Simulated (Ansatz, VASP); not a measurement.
## TiO2 in VASP and in Ansatz

```
CELL_PARAMETERS angstrom
5.14500 0.00000 0.00000
0.00000 9.18500 0.00000
0.00000 0.00000 5.44700
ATOMIC_POSITIONS crystal
Ti 0.12700 0.12700 0.88700
Ti 0.62700 0.37300 0.11300
Ti 0.87300 0.62700 0.61300
Ti 0.37300 0.87300 0.38700
Ti 0.87300 0.87300 0.11300
Ti 0.37300 0.62700 0.88700
Ti 0.12700 0.37300 0.38700
Ti 0.62700 0.12700 0.61300
O 0.46500 0.23000 0.89500
O 0.96500 0.27000 0.10500
O 0.53500 0.73000 0.60500
O 0.03500 0.77000 0.39500
O 0.53500 0.77000 0.10500
O 0.03500 0.73000 0.89500
O 0.46500 0.27000 0.39500
O 0.96500 0.23000 0.60500
O 0.82000 0.01000 0.84500
O 0.32000 0.49000 0.15500
O 0.18000 0.51000 0.65500
O 0.68000 0.99000 0.34500
O 0.18000 0.99000 0.15500
O 0.68000 0.51000 0.84500
O 0.82000 0.49000 0.34500
O 0.32000 0.01000 0.65500
```

Alike in both runs: task electric field gradients; functional PBE; k mesh 5 × 3 × 5; occupations fermi-dirac, width 0.02 eV; no spin polarisation.

|  | VASP | Ansatz |
| --- | --- | --- |
| version | VASP 6.6.1 | Ansatz 0.2.0 |
| potentials or method | VASP PAW PBE potentials, release 64 (Ti_sv, O) | plane-wave PAW, scalar-relativistic |
| plane-wave cutoff (eV) | 520 | 420 |
| valence electrons in the cell | 192 | 192 |

```csv
,VASP,Ansatz,Ansatz less VASP
gap on the k mesh at the Fermi level (eV),2.13,2.15,+0.024
pressure (GPa),6.1,5.4,-0.69
"traceless stress, the component that is largest in VASP (GPa)",2.02,1.90,-0.125
rms of the force components (eV/Å),0.337,0.322,-0.0146
size of Vzz on the site where it differs most (V/Å²),19.5,21.1,+1.63
```

Atom by atom the forces differ by 0.020 eV/Å (rms over components).
